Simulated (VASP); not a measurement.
A run of VASP 6.6.1 is set up as follows.

File INCAR:

```
SYSTEM = Si5Ge
PREC = Accurate
ENCUT = 520
EDIFF = 1E-6
ISMEAR = 0
SIGMA = 0.1
LREAL = .False.
LASPH = .True.
NELM = 100
ALGO = Normal
ISIF = 2
LWAVE = .False.
LCHARG = .True.
GGA = PE
LELF = .True.
LVHAR = .True.
NBANDS = 26
```

Contents of KPOINTS:

```
Automatic mesh
0
Gamma
  12 12 4
  0 0 0
```

The input POSCAR:

```
Si5Ge
1.0
    2.8167895853      0.0000000000      0.0000000000
   -1.4083947927      2.4394113380      0.0000000000
    0.0000000000      0.0000000000     13.4472952189
Si Ge
5 1
Direct
    0.6666666667      0.3333333333      0.8381436272
    0.6666666667      0.3333333333      0.1618563728
    0.3333333333      0.6666666667      0.6823695801
    0.3333333333      0.6666666667      0.0000000000
    0.3333333333      0.6666666667      0.3176304199
    0.6666666667      0.3333333333      0.5000000000
```

Potentials or basis: VASP PAW PBE potentials, release 64 (Si, Ge_d).

The run is started by

```bash
$ cat potpaw_PBE.64/Si/POTCAR potpaw_PBE.64/Ge_d/POTCAR > POTCAR
$ mpirun -np 1 vasp_std > vasp.out
```

Question: Predict the band gap on the k mesh.

Answer: Zero (band 17 reaches 16.35 eV, above the bottom of band 18 at 6.41 eV).

Question: Estimate the pressure.

Answer: 0.0 GPa.

Forces on the atoms (eV/Å):
```
Si   0.000  0.000 -0.002
Si   0.000  0.000  0.002
Si   0.000  0.000  0.005
Si   0.000  0.000  0.000
Si   0.000  0.000 -0.005
Ge   0.000  0.000  0.000
```
